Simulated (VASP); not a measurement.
# In4Sb3As (P-4m2) in VASP: notebook

Runs on In4Sb3As. Level: PBE. Tasks: single point, relaxation of cell and atoms.

Program: VASP 6.6.1. These are calculated values, not measurements. Logs are shortened: lines on timing, memory, paths and dates and some standing lists are left out, and cuts for length are marked.

## Step 1: The cell of the first run

The structure is tetragonal, space group P-4m2 (No. 115). The conventional cell has a = 4.641 Å, b = 4.641 Å, c = 12.893 Å, α = 90.00°, β = 90.00°, γ = 90.00°. Within 3.8 Å of In (site symmetry 2mm) lie 4 Sb at 2.85 to 2.86 Å. In (site symmetry 2mm) has 2 As at 2.74 Å and 2 Sb at 2.86 Å within 3.6 Å. Within 3.8 Å of Sb (site symmetry -4m2) lie 4 In at 2.86 Å. Sb (site symmetry 2mm) has 4 In at 2.85 to 2.86 Å within 3.8 Å. As (site symmetry -4m2) has 4 In at 2.74 Å within 3.6 Å.

## Step 2: Single point, PBE

INCAR reads:

```
PREC = Accurate ; ENCUT = 520
EDIFF = 1E-6 ; ISMEAR = 0
SIGMA = 0.1 ; LREAL = F
LASPH = T ; NELM = 80
ALGO = Normal ; ISIF = 2
LWAVE = F ; LCHARG = T
GGA = PE ; LELF = T
LVHAR = T ; NBANDS = 46
```

KPOINTS reads:

```
Automatic mesh
0
Gamma
  4 4 2
```

POSCAR reads:

```
In4Sb3As
1.0
    4.6413506561      0.0000000000      0.0000000000
    0.0000000000      4.6413506561      0.0000000000
    0.0000000000      0.0000000000     12.8930080745
In Sb As
4 3 1
Direct
    0.5000000000      0.0000000000      0.8706279443
    0.0000000000      0.5000000000      0.1293720557
    0.5000000000      0.0000000000      0.3874991434
    0.0000000000      0.5000000000      0.6125008566
    0.0000000000      0.0000000000      0.0000000000
    0.5000000000      0.5000000000      0.2583121122
    0.5000000000      0.5000000000      0.7416878878
    0.0000000000      0.0000000000      0.5000000000
```

Potentials or basis: VASP PAW PBE potentials, release 64 (In_d, Sb, As).

Run with:

```sh
$ cat potpaw_PBE.64/In_d/POTCAR potpaw_PBE.64/Sb/POTCAR potpaw_PBE.64/As/POTCAR > POTCAR
$ mpirun -np 1 vasp_std > vasp.out
```

OUTCAR:

```text
PREC = Accurate
   ENCUT = 520
   EDIFF = 1E-6
   ISMEAR = 0
   LREAL = F
   LASPH = T
   NELM = 80
   ISIF = 2
   GGA = PE

 ion  position               nearest neighbor table
   1  0.500  0.000  0.871-   7 2.85   7 2.85   5 2.86   5 2.86
   2  0.000  0.500  0.129-   6 2.85   6 2.85   5 2.86   5 2.86
   3  0.500  0.000  0.387-   8 2.74   8 2.74   6 2.86   6 2.86
   4  0.000  0.500  0.613-   8 2.74   8 2.74   7 2.86   7 2.86
   5  0.000  0.000  0.000-   1 2.86   2 2.86   2 2.86   1 2.86
   6  0.500  0.500  0.258-   2 2.85   2 2.85   3 2.86   3 2.86
   7  0.500  0.500  0.742-   1 2.85   1 2.85   4 2.86   4 2.86
   8  0.000  0.000  0.500-   3 2.74   4 2.74   4 2.74   3 2.74

  LATTYP: Found a simple tetragonal cell.
 ALAT       =     4.6413506561
 C/A-ratio  =     2.7778569278

  Lattice vectors:

 A1 = (   4.6413506561,   0.0000000000,   0.0000000000)
 A2 = (   0.0000000000,   4.6413506561,   0.0000000000)
 A3 = (   0.0000000000,   0.0000000000,  12.8930080745)

Analysis of symmetry for initial positions (statically):
=====================================================================
 Subroutine PRICEL returns:
 Original cell was already a primitive cell.

 Routine SETGRP: Setting up the symmetry group for a
 simple tetragonal supercell.

 Subroutine GETGRP returns: Found  8 space group operations
 (whereof  8 operations were pure point group operations)
 out of a pool of 16 trial point group operations.

The static configuration has the point symmetry D_2d.

Analysis of symmetry for dynamics (positions and initial velocities):
=====================================================================
 Subroutine PRICEL returns:
 Original cell was already a primitive cell.

 Routine SETGRP: Setting up the symmetry group for a
 simple tetragonal supercell.

 Subroutine GETGRP returns: Found  8 space group operations
 (whereof  8 operations were pure point group operations)
 out of a pool of 16 trial point group operations.

The dynamic configuration has the point symmetry D_2d.

 Subroutine INISYM returns: Found  8 space group operations
 (whereof  8 operations are pure point group operations),
 and found     1 'primitive' translations

----------------------------------------------------------------------------------------

                                     Primitive cell
[... 93 lines left out ...]
   NSW    =      0    number of steps for IOM
   IBRION =     -1    ionic relax: 0-MD 1-quasi-New 2-CG
   NFREE  =      0    steps in history (QN), initial steepest desc. (CG)
   ISIF   =      2    stress and relaxation
   ISYM   =      2    0-nonsym 1-usesym 2-fastsym
   POTIM  = 0.5000    time-step for ionic-motion
   TEBEG  =    0.0;   TEEND  =   0.0 temperature during run
   PSTRESS=    0.0 pullay stress
   NELECT =      72.0000    total number of electrons
   NUPDOWN=      -1.0000    fix difference up-down
   EMIN   =  10.00;   EMAX   =-10.00  energy-range for DOS
   EFERMI =   0.00;   METHOD = LEGACY
   ISMEAR =     0;   SIGMA  =   0.10  broadening in eV -4-tet -1-fermi 0-gaus
   EFERMI_NEDOS =   21; number of points for ismear=-14 and -15
   IALGO  =     38    algorithm
   IMIX   =      4    mixing-type and parameters
     AMIX     =   0.40;   BMIX     =  1.00
     AMIX_MAG =   1.60;   BMIX_MAG =  1.00
  volume/ion in A,a.u.               =      34.72       234.29
  Fermi-wavevector in a.u.,A,eV,Ry     =   1.043850  1.972590 14.825211  1.089622
  Thomas-Fermi vector in A             =   2.178577
   LORBIT       =      0    0 simple, 1 ext, 2 COOP (PROOUT), +10 PAW based schemes
   GGA     = PE    functional components
   LHFCALC =     F    Hartree Fock is set to
   AEXX    =    0.0000 exact exchange contribution
   IVDW    =     0    specifies the selected vdW correction
   LEPSILON=     F    determine dielectric tensor
   LRPA    =     F    only Hartree local field effects (RPA)
 non-spin polarized calculation
 Gauss-broadening in eV      SIGMA  =   0.10
  energy-cutoff  :      520.00
  volume of cell :      277.74
 maximum number of plane-waves:      7543
 NGX is ok and might be reduce to    36
   NGX = 17   NGY = 17   NGZ = 47

 number of electron      71.9999962 magnetization

 Free energy of the ion-electron system (eV)
  ---------------------------------------------------
  ext. energy  EPLUGINS =         0.00000000
  ---------------------------------------------------
  free energy    TOTEN  =       -28.28642734 eV

  energy without entropy =      -28.28163001  energy(sigma->0) =      -28.28402868

 E-fermi :   4.3406     XC(G=0):  -8.4770

 val. band max:        4.3255966316   @ k =   0.0000   0.0000   0.0000
 cond. band min:       4.5601389768   @ k =   0.5000   0.0000   0.0000
 fundamental gap:      0.2345423452
 Fermi energy:         4.3406025168

 k-point     1 :       0.0000    0.0000    0.0000
  band No.  band energies     occupation
      1     -10.2382      2.00000
      2     -10.1787      2.00000
      3     -10.1756      2.00000
      4     -10.1651      2.00000
      5     -10.1651      2.00000
      6     -10.1411      2.00000
[... 577 lines left out ...]
     45      10.5852      0.00000
     46      10.5905      0.00000

------------------------ aborting loop because EDIFF is reached ----------------------------------------

  FORCE on cell =-STRESS in cart. coord.  units (eV):
  Direction    XX          YY          ZZ          XY          YZ          ZX
  --------------------------------------------------------------------------------------
  -------------------------------------------------------------------------------------
  Total        0.2858550      0.2858550      0.1184996      0.0000000      0.0000000      0.0000000
  in kB        1.6489724      1.6489724      0.6835725      0.0000000      0.0000000      0.0000000
  external PRESSURE =       1.3271724 kB  Pullay stress =       0.0000000 kB

 VOLUME and BASIS-vectors are now :
 -----------------------------------------------------------------------------
  energy-cutoff  :      520.00
  volume of cell :      277.74
      direct lattice vectors                 reciprocal lattice vectors
     4.641350656  0.000000000  0.000000000     0.215454525  0.000000000  0.000000000
     0.000000000  4.641350656  0.000000000     0.000000000  0.215454525  0.000000000
     0.000000000  0.000000000 12.893008075     0.000000000  0.000000000  0.077561419

 POSITION                                       TOTAL-FORCE (eV/Angst)
 -----------------------------------------------------------------------------------
      2.32068      0.00000     11.22501         0.000000      0.000000      0.000807
      0.00000      2.32068      1.66799         0.000000      0.000000     -0.000807
      2.32068      0.00000      4.99603        -0.000000      0.000000     -0.001899
      0.00000      2.32068      7.89698        -0.000000      0.000000      0.001899
      0.00000      0.00000      0.00000        -0.000000      0.000000      0.000000
      2.32068      2.32068      3.33042        -0.000000      0.000000      0.003288
      2.32068      2.32068      9.56259        -0.000000     -0.000000     -0.003288
      0.00000      0.00000      6.44650         0.000000      0.000000      0.000000
 -----------------------------------------------------------------------------------
    total drift:                                0.000000     -0.000000      0.000000

  FREE ENERGIE OF THE ION-ELECTRON SYSTEM (eV)
  ---------------------------------------------------
  free  energy   TOTEN  =       -28.2864273430 eV

  energy  without entropy=      -28.2816300074  energy(sigma->0) =      -28.28402868
```

stdout:

```text
POSCAR found type information on POSCAR InSbAs
 POSCAR found :  3 types and       8 ions
 scaLAPACK will be used
 LDA part: xc-table for (Slater+PW92), standard interpolation
 POSCAR, INCAR and KPOINTS ok, starting setup
 FFT: planning ... GRIDC
 FFT: planning ... GRID_SOFT
 FFT: planning ... GRID
 WAVECAR not read
 entering main loop
```

Wall time 2.3 min (1 thread of Intel Xeon Platinum 8488C (Sapphire Rapids), shared host); peak memory 0.41 GiB.

What came out:

| Item | Value |
| --- | --- |
| Free energy | -28.2864 eV |
| Pressure | 0.1 GPa |
| Largest force | 0.003 eV/Å |

Forces in eV/Å, atoms in the order of the input:
```
In   0.000  0.000  0.001
In   0.000  0.000 -0.001
In   0.000  0.000 -0.002
In   0.000  0.000  0.002
Sb   0.000  0.000  0.000
Sb   0.000  0.000  0.003
Sb   0.000  0.000 -0.003
As   0.000  0.000  0.000
```

Caveat: spin-orbit coupling is left out, which moves the levels of the heavy elements.

## Step 3: Single point, PBE

This run uses another cell than the first one, of 27.02 Å³/atom, 0.778 times its volume.

INCAR reads:

```
SYSTEM = In4Sb3As
PREC = Accurate ; ENCUT = 520
EDIFF = 1E-7 ; ISMEAR = 0
SIGMA = 0.1 ; LREAL = .FALSE.
LASPH = .TRUE. ; NELM = 80
ALGO = Normal ; ISIF = 2
LWAVE = .FALSE. ; LCHARG = .FALSE.
GGA = PE ; NBANDS = 46
```

KPOINTS reads:

```
Automatic mesh
0
G
  4 4 2
  0 0 0
```

POSCAR reads:

```
In4Sb3As
1.0
    4.2438686800      0.0000000000      0.0000000000
    0.0000000000      4.2438686800      0.0000000000
    0.0000000000      0.0000000000     12.0034732800
In Sb As
4 3 1
Direct
    0.5000000000      0.0000000000      0.8750000000
    0.0000000000      0.5000000000      0.1250000000
    0.5000000000      0.0000000000      0.3750000000
    0.0000000000      0.5000000000      0.6250000000
    0.0000000000      0.0000000000      0.0000000000
    0.5000000000      0.5000000000      0.2500000000
    0.5000000000      0.5000000000      0.7500000000
    0.0000000000      0.0000000000      0.5000000000
```

Potentials or basis: VASP PAW PBE potentials, release 64 (In_d, Sb, As).

Run with:

```sh
$ cat potpaw_PBE.64/In_d/POTCAR potpaw_PBE.64/Sb/POTCAR potpaw_PBE.64/As/POTCAR > POTCAR
$ mpirun -np 1 vasp_std > vasp.out
```

It took 3 min on 1 thread of Intel Xeon 6975P-C, shared host; peak memory 0.35 GiB.

Results (log left out):

| Quantity | Value |
| --- | --- |
| Free energy | -25.2259 eV |
| Pressure | 18.5 GPa |
| Largest force | 1.614 eV/Å |
| Band gap on the k mesh | 0.68 eV, direct |

Forces in eV/Å, atoms in the order of the input:
```
In   0.000  0.000 -0.013
In   0.000  0.000  0.013
In   0.000  0.000  1.614
In   0.000  0.000 -1.614
Sb   0.000  0.000  0.000
Sb   0.000  0.000  0.153
Sb   0.000  0.000 -0.153
As   0.000  0.000  0.000
```

Stress tensor (GPa, compression positive):
```
18.87  0.00  0.00
 0.00 18.87  0.00
 0.00  0.00 17.87
```

Levels at points of the mesh, in eV from the valence-band top:
```tsv
k point	band 34	band 35	band 36	band 37	band 38	band 39
(0.00, 0.00, 0.00)	-0.03	0.00	0.00	0.68	1.11	1.24
(0.50, 0.00, 0.00)	-1.36	-1.30	-1.24	0.71	1.21	2.33
(0.50, 0.50, 0.00)	-2.96	-2.96	-2.96	0.82	1.16	1.30
(0.00, 0.00, 0.50)	-0.87	-0.68	-0.68	0.95	1.05	1.77
(0.50, 0.00, 0.50)	-1.38	-1.34	-1.26	1.60	1.97	2.06
(0.50, 0.50, 0.50)	-3.30	-3.30	-3.22	1.80	1.90	2.08
```

Caveat: spin-orbit coupling is left out, which moves the levels of the heavy elements; forces of over 1 eV/Å act on the atoms, so gaps and moduli don't describe the material at rest.

(Part 1 of 2 ends here.)
